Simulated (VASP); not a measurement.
Crystal: ZrC.

```
Zr C
1.0
     3.39148    0.00000    0.00000
    -1.69574    2.93710    0.00000
     0.00000    0.00000    5.29005
Zr C
2 2
Cartesian
  0.0000 1.9581 1.3225
  1.6957 0.9790 3.9675
  0.0000 0.0000 0.0000
  0.0000 0.0000 2.6450
```

- Program: VASP 6.6.1
- Task: relaxation of volume and atoms at fixed shape
- Functional: PBEsol
- Potentials or basis: VASP PAW PBE potentials, release 64 (Zr_sv, C)
- Cutoff: 600 eV
- k mesh: 14 × 14 × 8
- Occupations: fermi-dirac, width 0.1 eV
- Spin: no spin polarisation

At the start: pressure -7.6 GPa; volume 13.17 Å³/atom.

**Question.** How do energy, volume and symmetry change on relaxing?

**Answer.** Over 3 steps the energy falls by 11.1 meV/atom and the volume is 12.73 Å³/atom (-3.4 %); space group P6_3/mmc (No. 194, to 0.1 Å) before and after.

The path:
```csv
step,energy change (eV),largest force (eV/Å),pressure (GPa),volume (Å³)
1,0.0000,0.0000,-7.60,52.69
2,0.0805,0.0000,14.91,48.07
3,-0.0443,0.0000,-0.14,50.91
```

Final structure:
```cif
data_structure
_symmetry_space_group_name_H-M 'P 1'
_symmetry_Int_Tables_number 1
_cell_length_a 3.3528
_cell_length_b 3.3528
_cell_length_c 5.2297
_cell_angle_alpha 90.000
_cell_angle_beta 90.000
_cell_angle_gamma 120.000
_cell_volume 50.91
loop_
_atom_site_label
_atom_site_type_symbol
_atom_site_fract_x
_atom_site_fract_y
_atom_site_fract_z
_atom_site_occupancy
Zr1 Zr 0.33333 0.66667 0.25000 1
Zr2 Zr 0.66667 0.33333 0.75000 1
C1 C 0.00000 0.00000 0.00000 1
C2 C 0.00000 0.00000 0.50000 1
```

Caveat: the PAW data sets were made with another functional, which shifts forces and pressure a little.
